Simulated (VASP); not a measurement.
# Ca (P6_3/mmc) in VASP: electric field gradients with PBE

Aim: the electric field gradients of Ca with PBE.

All numbers are computed with VASP 6.6.1; they aren't measurements. Logs are shortened: lines on timing, memory, paths and dates and some standing lists are left out, and cuts for length are marked.

**1. The cell of the first run**

It takes space group P6_3/mmc (No. 194, hexagonal). The conventional cell has a = 3.980 Å, b = 3.980 Å, c = 6.520 Å, α = 90.00°, β = 90.00°, γ = 120.00°. Ca (site symmetry -6m2) has 12 Ca at 3.98 to 3.99 Å within 5.2 Å.

**2. Electric field gradients, PBE**

Contents of INCAR:

```
SYSTEM = Ca
  ALGO = Normal
  EDIFF = 1E-8
  ENCUT = 520
  GGA = PE
  ISIF = 2
  ISMEAR = -1
  LASPH = .True.
  LCHARG = .False.
  LEFG = .True.
  LREAL = .False.
  LWAVE = .False.
  NBANDS = 39
  NELM = 100
  PREC = Accurate
  SIGMA = 0.05
```

Contents of KPOINTS:

```
k-points
0
Gamma
  5 5 4
  0 0 0
```

Contents of POSCAR:

```
Ca
1.0
    5.9700000000      3.4467811071      0.0000000000
   -5.9700000000      3.4467811071      0.0000000000
    0.0000000000      0.0000000000      6.5200000000
Ca
6
Direct
    0.3333333333      0.3333333333      0.2500000000
    0.6666666667      0.0000000000      0.2500000000
    0.0000000000      0.6666666667      0.2500000000
    0.3333333333      0.0000000000      0.7500000000
    0.6666666667      0.6666666667      0.7500000000
    0.0000000000      0.3333333333      0.7500000000
```

Potentials or basis: VASP PAW PBE potentials, release 64 (Ca_sv).

Run with:

```bash
> cat potpaw_PBE.64/Ca_sv/POTCAR > POTCAR
> mpirun -np 1 vasp_std > vasp.out
```

OUTCAR:

```text
SYSTEM = Ca
   EDIFF = 1E-8
   ENCUT = 520
   GGA = PE
   ISIF = 2
   ISMEAR = -1
   LASPH = .True.
   LREAL = .False.
   NELM = 100
   PREC = Accurate

 ion  position               nearest neighbor table
   1  0.333  0.333  0.250-
   2  0.667  0.000  0.250-
   3  0.000  0.667  0.250-
   4  0.333  0.000  0.750-
   5  0.667  0.667  0.750-
   6  0.000  0.333  0.750-
[... 7 lines left out ...]
 A1 = (   5.9700000000,   3.4467811071,   0.0000000000)
 A2 = (  -5.9700000000,   3.4467811071,   0.0000000000)
 A3 = (   0.0000000000,   0.0000000000,   6.5200000000)

Analysis of symmetry for initial positions (statically):
=====================================================================
 Subroutine PRICEL returns following result:

  LATTYP: Found a hexagonal cell.
 ALAT       =     3.9799999996
 C/A-ratio  =     1.6381909549

  Lattice vectors:

 A1 = (  -1.9899999992,  -3.4467811071,   0.0000000000)
 A2 = (   3.9799999996,   0.0000000000,   0.0000000000)
 A3 = (   0.0000000000,   0.0000000000,   6.5200000000)

   3 primitive cells build up your supercell.

 Routine SETGRP: Setting up the symmetry group for a
 hexagonal supercell.

 Subroutine GETGRP returns: Found 24 space group operations
 (whereof 12 operations were pure point group operations)
 out of a pool of 24 trial point group operations.

The static configuration has the point symmetry D_3d.
 The point group associated with its full space group is D_6h.

Analysis of symmetry for dynamics (positions and initial velocities):
=====================================================================
 Subroutine PRICEL returns following result:

  LATTYP: Found a hexagonal cell.
 ALAT       =     3.9799999996
 C/A-ratio  =     1.6381909549

  Lattice vectors:

 A1 = (  -1.9899999992,  -3.4467811071,   0.0000000000)
 A2 = (   3.9799999996,   0.0000000000,   0.0000000000)
 A3 = (   0.0000000000,   0.0000000000,   6.5200000000)

   3 primitive cells build up your supercell.

 Routine SETGRP: Setting up the symmetry group for a
 hexagonal supercell.

 Subroutine GETGRP returns: Found 24 space group operations
 (whereof 12 operations were pure point group operations)
 out of a pool of 24 trial point group operations.

The dynamic configuration has the point symmetry D_3d.
 The point group associated with its full space group is D_6h.

 Subroutine INISYM returns: Found 24 space group operations
 (whereof 12 operations are pure point group operations),
 and found     3 'primitive' translations

----------------------------------------------------------------------------------------

                                     Primitive cell

  volume of cell :      89.4426

  direct lattice vectors                    reciprocal lattice vectors
    -1.989999999 -3.446781107  0.000000000     0.000000000 -0.290125763  0.000000000
     3.980000000  0.000000000  0.000000000     0.251256281 -0.145062882  0.000000000
     0.000000000  0.000000000  6.520000000     0.000000000  0.000000000  0.153374233

  length of vectors
     3.980000000  3.980000000  6.520000000     0.290125763  0.290125763  0.153374233

  position of ions in fractional coordinates (direct lattice)
     0.333333333  0.666666667  0.250000000
     0.666666667  0.333333333  0.750000000

  ion indices of the primitive-cell ions
   primitive index   ion index
                 1           1
                 2           4

----------------------------------------------------------------------------------------

 KPOINTS: k-points

Automatic generation of k-mesh.
[... 45 lines left out ...]
   NGXF,Y,Z  is equivalent  to a cutoff of  26.05, 26.05, 24.48 a.u.
 SYSTEM =  Ca
   PREC   = accura    normal or accurate (medium, high low for compatibility)
   ISTART =      0    job   : 0-new  1-cont  2-samecut
   ICHARG =      2    charge: 1-file 2-atom 10-const
   ISPIN  =      1    spin polarized calculation?
   LNONCOLLINEAR =      F non collinear calculations
   LSORBIT =      F    spin-orbit coupling
   LASPH  =      T    aspherical Exc in radial PAW
   ENCUT  =  520.0 eV  38.22 Ry    6.18 a.u.  12.82 12.82 12.12*2*pi/ulx,y,z
   NELM   =    100;   NELMIN=  2; NELMDL= -5     # of ELM steps
   EDIFF  = 0.1E-07   stopping-criterion for ELM
   LREAL  =      F    real-space projection
   EDIFFG = 0.1E-06   stopping-criterion for IOM
   NSW    =      0    number of steps for IOM
   IBRION =     -1    ionic relax: 0-MD 1-quasi-New 2-CG
   NFREE  =      0    steps in history (QN), initial steepest desc. (CG)
   ISIF   =      2    stress and relaxation
   ISYM   =      2    0-nonsym 1-usesym 2-fastsym
   POTIM  = 0.5000    time-step for ionic-motion
   TEBEG  =    0.0;   TEEND  =   0.0 temperature during run
   PSTRESS=    0.0 pullay stress
   NELECT =      60.0000    total number of electrons
   NUPDOWN=      -1.0000    fix difference up-down
   EMIN   =  10.00;   EMAX   =-10.00  energy-range for DOS
   EFERMI =   0.00;   METHOD = LEGACY
   ISMEAR =    -1;   SIGMA  =   0.05  broadening in eV -4-tet -1-fermi 0-gaus
   EFERMI_NEDOS =   21; number of points for ismear=-14 and -15
   IALGO  =     38    algorithm
   IMIX   =      4    mixing-type and parameters
     AMIX     =   0.40;   BMIX     =  1.00
     AMIX_MAG =   1.60;   BMIX_MAG =  1.00
  volume/ion in A,a.u.               =      44.72       301.79
  Fermi-wavevector in a.u.,A,eV,Ry     =   0.993657  1.877740 13.433783  0.987355
  Thomas-Fermi vector in A             =   2.125555
   LORBIT       =      0    0 simple, 1 ext, 2 COOP (PROOUT), +10 PAW based schemes
   GGA     = PE    functional components
   LHFCALC =     F    Hartree Fock is set to
   AEXX    =    0.0000 exact exchange contribution
   IVDW    =     0    specifies the selected vdW correction
   LEPSILON=     F    determine dielectric tensor
   LRPA    =     F    only Hartree local field effects (RPA)
 non-spin polarized calculation
  energy-cutoff  :      520.00
  volume of cell :      268.33
 maximum number of plane-waves:      7262
 NGX is ok and might be reduce to    54
   NGX = 25   NGY = 25   NGZ = 25

 number of electron      60.0000013 magnetization

 Free energy of the ion-electron system (eV)
  ---------------------------------------------------
  ext. energy  EPLUGINS =         0.00000000
  ---------------------------------------------------
  free energy    TOTEN  =       -11.54504363 eV

  energy without entropy =      -11.47429698  energy(sigma->0) =      -11.50967031

 E-fermi :   1.8015     XC(G=0):  -7.5582

 val. band max:        1.7978271802   @ k =   0.4000   0.2000   0.0000
 cond. band min:       1.8031317869   @ k =   0.2000  -0.0000   0.2500
 fundamental gap:      0.0053046068
 Fermi energy:         1.8015054437

 k-point     1 :       0.0000    0.0000    0.0000
  band No.  band energies     occupation
      1     -40.4093      2.00000
      2     -40.3991      2.00000
      3     -40.3964      2.00000
      4     -40.3964      2.00000
      5     -40.3964      2.00000
      6     -40.3964      2.00000
[... 619 lines left out ...]
     38       3.2476      0.00000
     39       3.3191      0.00000

------------------------ aborting loop because EDIFF is reached ----------------------------------------

  FORCE on cell =-STRESS in cart. coord.  units (eV):
  Direction    XX          YY          ZZ          XY          YZ          ZX
  --------------------------------------------------------------------------------------
  -------------------------------------------------------------------------------------
  Total       -1.6535897     -1.6535897     -0.7682425      0.0000000     -0.0000000      0.0000000
  in kB       -9.8735361     -9.8735361     -4.5871535      0.0000000     -0.0000000      0.0000000
  external PRESSURE =      -8.1114086 kB  Pullay stress =       0.0000000 kB

 VOLUME and BASIS-vectors are now :
 -----------------------------------------------------------------------------
  energy-cutoff  :      520.00
  volume of cell :      268.33
      direct lattice vectors                 reciprocal lattice vectors
     5.970000000  3.446781107  0.000000000     0.083752094  0.145062882  0.000000000
    -5.970000000  3.446781107  0.000000000    -0.083752094  0.145062882  0.000000000
     0.000000000  0.000000000  6.520000000     0.000000000  0.000000000  0.153374233

 POSITION                                       TOTAL-FORCE (eV/Angst)
 -----------------------------------------------------------------------------------
      0.00000      2.29785      1.63000        -0.000000      0.000000     -0.000000
      3.98000      2.29785      1.63000        -0.000000      0.000000     -0.000000
     -3.98000      2.29785      1.63000        -0.000000     -0.000000     -0.000000
      1.99000      1.14893      4.89000        -0.000000      0.000000      0.000000
      0.00000      4.59571      4.89000        -0.000000     -0.000000      0.000000
     -1.99000      1.14893      4.89000         0.000000     -0.000000     -0.000000
 -----------------------------------------------------------------------------------
    total drift:                                0.000000      0.000000      0.000000

  FREE ENERGIE OF THE ION-ELECTRON SYSTEM (eV)
  ---------------------------------------------------
  free  energy   TOTEN  =       -11.5450436260 eV

  energy  without entropy=      -11.4742969847  energy(sigma->0) =      -11.50967031

 Electric field gradients (V/A^2)
---------------------------------------------------------------------
 ion       V_xx      V_yy      V_zz      V_xy      V_xz      V_yz
---------------------------------------------------------------------
   1       3.226     3.228    -6.454     0.000     0.000     0.000
   2       3.226     3.228    -6.454     0.000     0.000    -0.000
   3       3.226     3.228    -6.454    -0.000     0.000    -0.000
   4       3.226     3.228    -6.454     0.000     0.000     0.000
   5       3.226     3.228    -6.454     0.000     0.000     0.000
   6       3.226     3.228    -6.454    -0.000     0.000    -0.000
---------------------------------------------------------------------

 Electric field gradients after diagonalization (V/A^2)
 (convention: |V_zz| > |V_xx| > |V_yy|)
----------------------------------------------------------------------
 ion       V_xx      V_yy      V_zz     asymmetry (V_yy - V_xx)/ V_zz
----------------------------------------------------------------------
   1       3.228     3.226    -6.454       0.000
   2       3.228     3.226    -6.454       0.000
   3       3.228     3.226    -6.454       0.000
   4       3.228     3.226    -6.454       0.000
   5       3.228     3.226    -6.454       0.000
   6       3.228     3.226    -6.454       0.000
----------------------------------------------------------------------

           NMR quadrupolar parameters

 Cq : quadrupolar parameter    Cq=e*Q*V_zz/h
 eta: asymmetry parameters     (V_yy - V_xx)/ V_zz
 Q  : nuclear electric quadrupole moment in mb (millibarn)
----------------------------------------------------------------------
 ion       Cq(MHz)       eta       Q (mb)
----------------------------------------------------------------------
   1      -0.016       0.000       1.000
   2      -0.016       0.000       1.000
   3      -0.016       0.000       1.000
   4      -0.016       0.000       1.000
   5      -0.016       0.000       1.000
   6      -0.016       0.000       1.000
----------------------------------------------------------------------
```

Wall time 3.5 min (1 thread of Intel Xeon Platinum 8375C at 2.90GHz (Ice Lake), shared host); peak memory 0.41 GiB.

Results:

```yaml
Free_energy: -11.5450 eV
Pressure: -0.8 GPa
Band_gap_on_the_k_mesh: zero (band 30 reaches 1.92 eV, above the bottom of band 31 at 1.53 eV)
```

Electric field gradients, principal values (V/Å²):
```tsv
atom	least	middle	greatest (by size)
1 Ca	3.226	3.228	-6.454
2 Ca	3.226	3.228	-6.454
3 Ca	3.226	3.228	-6.454
4 Ca	3.226	3.228	-6.454
5 Ca	3.226	3.228	-6.454
6 Ca	3.226	3.228	-6.454
```

Caveat: without QUAD_EFG the Cq values of the log hold for a quadrupole moment of 1 mb, not for the nuclei.
